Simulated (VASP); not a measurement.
# Lu (Fd-3m) in VASP: notebook

The runs below take Lu through relaxation of cell and atoms, with LDA.

Everything below comes from runs of VASP 6.6.1. Logs are shortened: lines on timing, memory, paths and dates and some standing lists are left out, and cuts for length are marked.

**1. The cell of the first run**

It takes space group Fd-3m (No. 227, cubic). Conventional cell: a = 5.702 Å, b = 5.702 Å, c = 5.702 Å, α = 90.00°, β = 90.00°, γ = 90.00°. Lu (site symmetry -43m) has 4 Lu at 2.47 Å within 3.3 Å.

This isn't the form of Lu at room conditions, which is hcp.

**2. Relaxation of cell and atoms, LDA, target pressure 16 GPa, at which the enthalpy is minimised**

File INCAR:

```
SYSTEM = Lu
PREC     = Accurate       ! precision mode
ENCUT    = 600            ! plane-wave cutoff, eV
EDIFF    = 1E-7           ! SCF threshold, eV
ISMEAR   = -1             ! smearing method
SIGMA    = 0.05           ! smearing width, eV
LREAL    = .FALSE.        ! projectors in reciprocal space
LASPH    = .TRUE.         ! aspherical terms in the spheres
NELM     = 120            ! most SCF steps
ALGO     = Normal         ! electronic algorithm
ISIF     = 3              ! what is computed and relaxed
LWAVE    = .FALSE.        ! write WAVECAR
LCHARG   = .FALSE.        ! write CHGCAR
GGA      = CA             ! functional
IBRION   = 2              ! ionic algorithm
NSW      = 32             ! ionic steps
EDIFFG   = -0.005         ! ionic threshold
PSTRESS  = 160.0        
GGA_COMPAT= .FALSE.      
NELMIN   = 4
```

File KPOINTS:

```
Automatic mesh
0
G
  11 11 11
  0 0 0
```

File POSCAR:

```
Lu
1.0
    0.0000000000      2.8507766598      2.8507766598
    2.8507766598      0.0000000000      2.8507766598
    2.8507766598      2.8507766598      0.0000000000
Lu
2
Direct
   -0.1250000000     -0.1250000000     -0.1250000000
    0.1250000000      0.1250000000      0.1250000000
```

Potentials or basis: VASP PAW PBE potentials, release 64 (Lu).

On the command line:

```console
$ cat potpaw_PBE.64/Lu/POTCAR > POTCAR
$ mpirun -np 1 vasp_std > vasp.out
```

OUTCAR:

```text
SYSTEM = Lu
   PREC = Accurate
   ENCUT = 600
   EDIFF = 1E-7
   ISMEAR = -1
   LREAL = .FALSE.
   LASPH = .TRUE.
   NELM = 120
   ISIF = 3
   GGA = CA
   IBRION = 2
   NSW = 32
   EDIFFG = -0.005
   PSTRESS = 160.0
   NELMIN = 4

 ion  position               nearest neighbor table
   1  0.875  0.875  0.875-   2 2.47   2 2.47   2 2.47   2 2.47
   2  0.125  0.125  0.125-   1 2.47   1 2.47   1 2.47   1 2.47

  LATTYP: Found a face centered cubic cell.
 ALAT       =     5.7015533196

  Lattice vectors:

 A1 = (   0.0000000000,   2.8507766598,   2.8507766598)
 A2 = (   2.8507766598,   0.0000000000,   2.8507766598)
 A3 = (   2.8507766598,   2.8507766598,   0.0000000000)

Analysis of symmetry for initial positions (statically):
=====================================================================
 Subroutine PRICEL returns:
 Original cell was already a primitive cell.

 Routine SETGRP: Setting up the symmetry group for a
 face centered cubic supercell.

 Subroutine GETGRP returns: Found 48 space group operations
 (whereof 12 operations were pure point group operations)
 out of a pool of 48 trial point group operations.

The static configuration has the point symmetry D_3d.
 The point group associated with its full space group is O_h .

Analysis of symmetry for dynamics (positions and initial velocities):
=====================================================================
 Subroutine PRICEL returns:
 Original cell was already a primitive cell.

 Routine SETGRP: Setting up the symmetry group for a
 face centered cubic supercell.

 Subroutine GETGRP returns: Found 48 space group operations
 (whereof 12 operations were pure point group operations)
 out of a pool of 48 trial point group operations.

The dynamic configuration has the point symmetry D_3d.
 The point group associated with its full space group is O_h .

 Subroutine INISYM returns: Found 48 space group operations
 (whereof 12 operations are pure point group operations),
 and found     1 'primitive' translations

----------------------------------------------------------------------------------------

                                     Primitive cell

  volume of cell :      46.3361

[... 89 lines left out ...]
   LREAL  =      F    real-space projection
   EDIFFG = -.5E-02   stopping-criterion for IOM
   NSW    =     32    number of steps for IOM
   IBRION =      2    ionic relax: 0-MD 1-quasi-New 2-CG
   NFREE  =      1    steps in history (QN), initial steepest desc. (CG)
   ISIF   =      3    stress and relaxation
   ISYM   =      2    0-nonsym 1-usesym 2-fastsym
   POTIM  = 0.5000    time-step for ionic-motion
   TEBEG  =    0.0;   TEEND  =   0.0 temperature during run
   PSTRESS=  160.0 pullay stress
   NELECT =      50.0000    total number of electrons
   NUPDOWN=      -1.0000    fix difference up-down
   EMIN   =  10.00;   EMAX   =-10.00  energy-range for DOS
   EFERMI =   0.00;   METHOD = LEGACY
   ISMEAR =    -1;   SIGMA  =   0.05  broadening in eV -4-tet -1-fermi 0-gaus
   EFERMI_NEDOS =   21; number of points for ismear=-14 and -15
   IALGO  =     38    algorithm
   IMIX   =      4    mixing-type and parameters
     AMIX     =   0.40;   BMIX     =  1.00
     AMIX_MAG =   1.60;   BMIX_MAG =  1.00
  volume/ion in A,a.u.               =      23.17       156.35
  Fermi-wavevector in a.u.,A,eV,Ry     =   1.679158  3.173149 38.362614  2.819573
  Thomas-Fermi vector in A             =   2.763120
   LORBIT       =      0    0 simple, 1 ext, 2 COOP (PROOUT), +10 PAW based schemes
   GGA     = CA    functional components
   LHFCALC =     F    Hartree Fock is set to
   AEXX    =    0.0000 exact exchange contribution
   IVDW    =     0    specifies the selected vdW correction
   LEPSILON=     F    determine dielectric tensor
   LRPA    =     F    only Hartree local field effects (RPA)
 conjugate gradient relaxation of ions
 non-spin polarized calculation
  energy-cutoff  :      600.00
  volume of cell :       46.34
 maximum number of plane-waves:      1563
   NGX = 17   NGY = 17   NGZ = 17

--------------------------------------- Ionic step        1  -------------------------------------------

 number of electron      49.9999997 magnetization

 Free energy of the ion-electron system (eV)
  ---------------------------------------------------
  ext. energy  EPLUGINS =         0.00000000
  ---------------------------------------------------
  free energy    TOTEN  =        -5.08509588 eV

  energy without entropy =       -5.06666495  energy(sigma->0) =       -5.07588042

------------------------ aborting loop because EDIFF is reached ----------------------------------------

  FORCE on cell =-STRESS in cart. coord.  units (eV):
  Direction    XX          YY          ZZ          XY          YZ          ZX
  --------------------------------------------------------------------------------------
  -------------------------------------------------------------------------------------
  Total        4.8934525      4.8934525      4.8934525      0.0000000      0.0000000     -0.0000000
  in kB      169.2023456    169.2023456    169.2023456      0.0000000      0.0000000     -0.0000000
  external PRESSURE =       9.2023456 kB  Pullay stress =     160.0000000 kB
[... 63 lines left out ...]
--------------------------------------- Ionic step        3  -------------------------------------------

 number of electron      50.0000001 magnetization

 Free energy of the ion-electron system (eV)
  ---------------------------------------------------
  ext. energy  EPLUGINS =         0.00000000
  ---------------------------------------------------
  free energy    TOTEN  =        -5.18185600 eV

  energy without entropy =       -5.16044413  energy(sigma->0) =       -5.17115006

 E-fermi :   2.1011     XC(G=0): -11.8166

 val. band max:        2.0708578152   @ k =  -0.4545   0.3636   0.0909
 cond. band min:       2.1031111042   @ k =  -0.2727   0.3636   0.0909
 fundamental gap:      0.0322532889
 Fermi energy:         2.1010676163

 k-point     1 :       0.0000    0.0000    0.0000
  band No.  band energies     occupation
      1     -54.3133      2.00000
      2     -53.3693      2.00000
      3     -25.8000      2.00000
      4     -25.8000      2.00000
      5     -25.8000      2.00000
      6     -23.9245      2.00000
[... 781 lines left out ...]
     29       4.9994      0.00000
     30       5.5484      0.00000

 [... further k-points ...]

------------------------ aborting loop because EDIFF is reached ----------------------------------------

  FORCE on cell =-STRESS in cart. coord.  units (eV):
  Direction    XX          YY          ZZ          XY          YZ          ZX
  --------------------------------------------------------------------------------------
  -------------------------------------------------------------------------------------
  Total        4.7199835      4.7199835      4.7199835     -0.0000000      0.0000000      0.0000000
  in kB      159.9714505    159.9714505    159.9714505     -0.0000000      0.0000000      0.0000000
  external PRESSURE =      -0.0285495 kB  Pullay stress =     160.0000000 kB
[... 21 lines left out ...]
  energy  without entropy=       -5.1604441269  energy(sigma->0) =       -5.17115006

  enthalpy is  TOTEN    =        -0.4610301506 eV   P V=        4.7208258480

 reached required accuracy - stopping structural energy minimisation
```

OSZICAR:

```text
N       E                     dE             d eps       ncg     rms          rms(c)
DAV:   1     0.235590390186E+03    0.23559E+03   -0.21075E+04  4890   0.605E+03
DAV:   2     0.237573188146E+02   -0.21183E+03   -0.20525E+03  3494   0.558E+02
DAV:   3    -0.327388999775E+01   -0.27031E+02   -0.26185E+02  4718   0.131E+02
[... 28 lines left out ...]
DAV:   4    -0.518176841088E+01   -0.53525E-04   -0.89097E-05  4888   0.767E-02    0.380E-02
DAV:   5    -0.518184729387E+01   -0.78883E-04   -0.92141E-05  5794   0.654E-02    0.122E-02
DAV:   6    -0.518185427797E+01   -0.69841E-05   -0.14253E-05  5032   0.265E-02    0.572E-03
DAV:   7    -0.518185590974E+01   -0.16318E-05   -0.25222E-06  5170   0.139E-02    0.359E-04
DAV:   8    -0.518185599855E+01   -0.88816E-07   -0.56223E-07  4274   0.323E-03
   3 F= -.46103015E+00 E0= -.45032421E+00  d E =-.324836E-02
```

It took 5.8 min on 1 thread of Intel Xeon 8259CL, shared host; peak memory 0.22 GiB.

What came out:

- Free energy: -5.1819 eV
- Relaxed volume: 23.64 Å³/atom
- Relaxed cell: a = 4.059 Å, b = 4.059 Å, c = 4.059 Å, α = 60.00°, β = 60.00°, γ = 60.00°
- Space group after relaxing (to 0.1 Å): Fd-3m (No. 227)
- Energy change on relaxing (the run minimises the enthalpy): -48.4 meV/atom
- Ionic steps: 3
- Pressure after relaxing: 16.0 GPa
- Band gap on the k mesh: zero (bands 25 and 26 overlap by 1.47 eV)

Step by step:
| step | energy change (eV) | largest force (eV/Å) | pressure (GPa) | volume (Å³) |
| --- | --- | --- | --- | --- |
| 1 | 0.0000 | 0.0000 | 16.92 | 46.34 |
| 2 | -0.0929 | 0.0000 | 16.06 | 47.23 |
| 3 | -0.0968 | 0.0000 | 16.00 | 47.27 |

Final structure:
```yaml
crystal:
  lattice:
    - [0.00000, 2.86985, 2.86985]
    - [2.86985, 0.00000, 2.86985]
    - [2.86985, 2.86985, 0.00000]
  atoms:
    - { symbol: Lu, position: [0.87500, 0.87500, 0.87500] }
    - { symbol: Lu, position: [0.12500, 0.12500, 0.12500] }
```

Caveat: the cell is relaxed towards a set pressure, so the run minimises the enthalpy, not the energy; the PAW data sets were made with another functional, which shifts forces and pressure a little; spin-orbit coupling is left out, which moves the levels of the heavy elements.

**3. Relaxation of cell and atoms, LDA, target pressure 16 GPa, at which the enthalpy is minimised**

This run uses another cell than the first one, of 24.00 Å³/atom.

File INCAR:

```
SYSTEM = Lu
ALGO = Normal
EDIFF = 1E-7
EDIFFG = -0.005
ENCUT = 600
GGA = CA
GGA_COMPAT = .False.
IBRION = 2
ISIF = 3
ISMEAR = -1
LASPH = .True.
LCHARG = .False.
LREAL = .False.
LWAVE = .False.
NELM = 120
NELMIN = 4
NSW = 60
PREC = Accurate
PSTRESS = 160.0
SIGMA = 0.05
```

File KPOINTS:

```
k-points
0
Gamma
  11 11 11
  0 0 0
```

File POSCAR:

```
Lu
1.0
    0.0000000000      2.8845251678      2.8845251678
    2.8845251678      0.0000000000      2.8845251678
    2.8845251678      2.8845251678      0.0000000000
Lu
2
Direct
   -0.1250000000     -0.1250000000     -0.1250000000
    0.1250000000      0.1250000000      0.1250000000
```

Potentials or basis: VASP PAW PBE potentials, release 64 (Lu).

On the command line:

```console
$ cat potpaw_PBE.64/Lu/POTCAR > POTCAR
$ mpirun -np 1 vasp_std > vasp.out
```

It took 9.6 min on 1 thread of Intel Xeon 8259CL, shared host; peak memory 0.24 GiB.

The run converged. Its results:

| Property | Result |
| --- | --- |
| Free energy | -5.1800 eV |
| Relaxed volume | 23.63 Å³/atom |
| Relaxed cell | a = 4.058 Å, b = 4.058 Å, c = 4.058 Å, α = 60.00°, β = 60.00°, γ = 60.00° |
| Space group after relaxing (to 0.1 Å) | Fd-3m (No. 227) |
| Energy change on relaxing (the run minimises the enthalpy) | +36.5 meV/atom |
| Ionic steps | 4 |
| Pressure after relaxing | 16.0 GPa |
| Band gap on the k mesh | zero (bands 25 and 26 overlap by 1.47 eV) |

Step by step:
| step | energy change (eV) | largest force (eV/Å) | pressure (GPa) | volume (Å³) |
| --- | --- | --- | --- | --- |
| 1 | 0.0000 | 0.0000 | 15.07 | 48.00 |
| 2 | 0.0942 | 0.0000 | 16.20 | 47.04 |
| 3 | 0.0672 | 0.0000 | 15.95 | 47.31 |
| 4 | 0.0730 | 0.0000 | 16.01 | 47.25 |

Final structure:
```cif
data_structure
_symmetry_space_group_name_H-M 'P 1'
_symmetry_Int_Tables_number 1
_cell_length_a 4.0580
_cell_length_b 4.0580
_cell_length_c 4.0580
_cell_angle_alpha 60.000
_cell_angle_beta 60.000
_cell_angle_gamma 60.000
_cell_volume 47.25
loop_
_atom_site_label
_atom_site_type_symbol
_atom_site_fract_x
_atom_site_fract_y
_atom_site_fract_z
_atom_site_occupancy
Lu1 Lu 0.87500 0.87500 0.87500 1
Lu2 Lu 0.12500 0.12500 0.12500 1
```

Levels at points of the mesh, in eV from the Fermi level:
```
           k point  band 23  band 24  band 25  band 26  band 27  band 28
(0.00, 0.00, 0.00)    -5.13    -0.48    -0.48     1.31     1.31     1.31
```

Caveat: the cell is relaxed towards a set pressure, so the run minimises the enthalpy, not the energy; the PAW data sets were made with another functional, which shifts forces and pressure a little; spin-orbit coupling is left out, which moves the levels of the heavy elements.
